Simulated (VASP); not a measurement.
Wanted: the native input for a VASP 6.6.1 run.

* Task: single point
* Functional: LDA
* Potentials or basis: VASP PAW LDA potentials, release 64 (Ca_sv)
* Cutoff: 520 eV
* k mesh: 11 × 11 × 6
* Occupations: fermi-dirac, width 0.1 eV
* Spin: no spin polarisation
* Dipole correction: no
* Further INCAR settings: ALGO = Normal; EDIFF = 1e-06; NBANDS = 17

The structure of Ca lies in POSCAR:

```
Ca
1.0
    3.6162868187      0.0000000000      0.0000000000
   -1.8081434093      3.1317962524      0.0000000000
    0.0000000000      0.0000000000      5.9578116023
Ca
2
Direct
    0.3333333333      0.6666666667      0.2500000000
    0.6666666667      0.3333333333      0.7500000000
```

This cell differs from its parent crystal: volume scaled by 0.88.

These files were run (other wordings do the same):

INCAR

```
ALGO = Normal ; EDIFF = 1E-6
ENCUT = 520 ; GGA = CA
ISIF = 2 ; ISMEAR = -1
LASPH = T ; LCHARG = F
LREAL = F ; LWAVE = F
NBANDS = 17 ; NELM = 60
PREC = Accurate ; SIGMA = 0.1
```

KPOINTS

```
k-points
0
Gamma
  11 11 6
```

Potentials or basis: VASP PAW LDA potentials, release 64 (Ca_sv).

Launch:

```bash
$ cat potpaw_LDA.64/Ca_sv/POTCAR > POTCAR
$ mpirun -np 1 vasp_std > vasp.out
```

It gave:

```json
{"Pressure": "3.0 GPa", "Band gap on the k mesh": "zero (band 10 reaches 2.88 eV, above the bottom of band 11 at 2.74 eV)"}
```

Wall time 33 s on 1 thread of AMD EPYC 9R45 96-Core Processor (Zen 5), on a shared host, peak memory 0.16 GiB.
